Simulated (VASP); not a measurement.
Set up this calculation in VASP 6.6.1, as the native input.

| Property | Result |
| --- | --- |
| Task | single point |
| Functional | r2SCAN |
| Potentials or basis | VASP PAW PBE potentials, release 64 (Mg_sv, B) |
| Cutoff | 750 eV |
| k mesh | 10 × 10 × 8 |
| Occupations | fermi-dirac, width 0.05 eV |
| Spin | no spin polarisation |
| Dipole correction | no |
| Mended | yes |
| Further INCAR settings | ALGO = Normal; EDIFF = 1e-06; NBANDS = 15 |

MgB2:

```xyz
3
Lattice="3.0433 0.0000 0.0000 -1.5217 2.6356 0.0000 0.0000 0.0000 3.4754" Properties=species:S:1:pos:R:3 pbc="T T T"
Mg    0.0000    0.0000    0.0000
B     1.5217    0.8785    1.7377
B     0.0000    1.7571    1.7377
```

These files were run (other wordings do the same):

POSCAR

```
MgB2
1.0
    3.0433056997      0.0000000000      0.0000000000
   -1.5216528499      2.6355800475      0.0000000000
    0.0000000000      0.0000000000      3.4753860551
Mg B
1 2
Direct
    0.0000000000      0.0000000000      0.0000000000
    0.6666666667      0.3333333333      0.5000000000
    0.3333333333      0.6666666667      0.5000000000
```

INCAR.step1

```
PREC = Accurate
ENCUT = 750
ISMEAR = -1
SIGMA = 0.05
LREAL = F
LASPH = T
NELM = 120
NBANDS = 15
GGA = PE
ALGO = Normal
EDIFF = 1E-5
LWAVE = T
LCHARG = F
GGA_COMPAT = F
```

INCAR.step2

```
PREC = Accurate
ENCUT = 750
EDIFF = 1E-6
ISMEAR = -1
SIGMA = 0.05
LREAL = F
LASPH = T
NELM = 120
ALGO = Normal
ISIF = 2
LWAVE = F
LCHARG = F
METAGGA = R2SCAN
LMIXTAU = T
NBANDS = 15
ISTART = 1
GGA_COMPAT = F
```

KPOINTS

```
regular mesh
0
Gamma
  10 10 8
```

Potentials or basis: VASP PAW PBE potentials, release 64 (Mg_sv, B).

The run is started by

```console
$ cat potpaw_PBE.64/Mg_sv/POTCAR potpaw_PBE.64/B/POTCAR > POTCAR
$ cp INCAR.step1 INCAR
$ mpirun -np 1 vasp_std > vasp.out
$ cp INCAR.step2 INCAR
$ mpirun -np 1 vasp_std > vasp.out
```

It gave:

```
Pressure               : 4.3 GPa
Band gap on the k mesh : zero (bands 8 and 9 overlap by 2.61 eV)
```

Caveat: the cell stands under pressure; the PAW data sets were made with another functional, which shifts forces and pressure a little.

Wall time 99 s on 1 thread of AMD EPYC 9R45 96-Core Processor (Zen 5) (shared host), peak memory 0.16 GiB.
